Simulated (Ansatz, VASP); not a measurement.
## One calculation of BaTiO3, two programs

File INCAR:

```
PREC = Accurate
ENCUT = 520
EDIFF = 1E-8
ISMEAR = -1
SIGMA = 0.03
LREAL = False
LASPH = True
NELM = 80
ALGO = Normal
ISIF = 2
LWAVE = False
LCHARG = False
GGA = PE
LEFG = True
NBANDS = 28
```

KPOINTS

```
Automatic mesh
0
Gamma
  7 7 7
```

POSCAR

```
BaTiO3
1.0
    3.9864226426      0.0000000000      0.0000000000
    0.0000000000      3.9864226426      0.0000000000
    0.0000000000      0.0000000000      4.0045617725
Ba Ti O
1 1 3
Direct
    0.0000000000      0.0000000000      0.0000000000
    0.5000000000      0.5000000000      0.5000000000
    0.5000000000      0.5000000000      0.0000000000
    0.5000000000      0.0000000000      0.5000000000
    0.0000000000      0.5000000000      0.5000000000
```

Input for Ansatz:

```yaml
crystal:
  lattice:
    - [3.9864226426, 0.0, 0.0]
    - [0.0, 3.9864226426, 0.0]
    - [0.0, 0.0, 4.0045617725]
  atoms:
    - { symbol: Ba, position: [0.0, 0.0, 0.0] }
    - { symbol: Ti, position: [0.5, 0.5, 0.5] }
    - { symbol: O, position: [0.5, 0.5, 0.0] }
    - { symbol: O, position: [0.5, 0.0, 0.5] }
    - { symbol: O, position: [0.0, 0.5, 0.5] }
kpoints:
  mp_grid: { grid: [7, 7, 7] }
scf:
  occupations: { method: fermi_dirac, width: 0.03 }
hamiltonian:
  xc: pbe
  pseudopotentials: { kind: all_electron, datasets: crystal }
output:
  forces: true
  stress: true
  eigenvalues: true
  efg: { contact_densities: true }
```

Change from the starting cell: volume scaled by 0.99, crystal datasets.

Alike in both runs: task electric field gradients; functional PBE; k mesh 7 × 7 × 7; occupations fermi-dirac, width 0.03 eV; no spin polarisation.

```csv
,VASP,Ansatz
version,VASP 6.6.1,Ansatz 0.2.0
potentials or method,"VASP PAW PBE potentials, release 64 (Ba_sv, Ti_sv, O), cutoff 520 eV","all-electron PAW with datasets made for the crystal, scalar-relativistic"
```

```csv
,VASP,Ansatz,Ansatz less VASP
gap on the k mesh at the Fermi level (eV),1.82,1.88,+0.062
pressure (GPa),5.3,3.4,-1.82
"traceless stress, the component that is largest in VASP (GPa)",-0.61,-0.59,+0.022
size of Vzz on the site where it differs most (V/Å²),25.6,25.5,-0.11
```

Ansatz ran all-electron here, and VASP with PAW potentials.

Spin-orbit coupling is off throughout.
